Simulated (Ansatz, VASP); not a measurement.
One calculation of CdP, two programs

```
Cd P
1.0
     2.11927   -5.76724    0.00000
     2.11927    5.76724    0.00000
     0.00000    0.00000    3.40874
Cd P
2 2
Direct
  0.83632 0.16368 0.75000
  0.16368 0.83632 0.25000
  0.57163 0.42837 0.75000
  0.42837 0.57163 0.25000
```

Alike in both runs: functional PBE; k mesh 4 × 4 × 4; occupations gaussian, width 0.1 eV; no spin polarisation.

Ansatz relaxed the structure, and its values are those at the end. VASP's run is a single point on that final structure, the one shown.

```csv
,VASP,Ansatz
version,VASP 6.6.1,Ansatz 0.2.0
potentials or method,"VASP PAW PBE potentials, release 64 (Cd, P), cutoff 520 eV","scalar-relativistic, plane waves, PAW"
valence electrons in the cell,34,50
```

|  | VASP | Ansatz | Ansatz less VASP |
| --- | --- | --- | --- |
| gap on the k mesh at the Fermi level (eV) | none | none | - |
| pressure (GPa) | 0.1 | -0.1 | -0.18 |
| rms of the force components (eV/Å) | 0.019 | 0.002 | -0.0171 |

A gap of «none» marks a metal or a gap that the smearing closes. VASP's potentials hold 34 valence electrons a cell and Ansatz's 50, so a difference there can come from the potentials and not from the codes.

The k mesh is coarse, so the values compare programs but aren't converged.
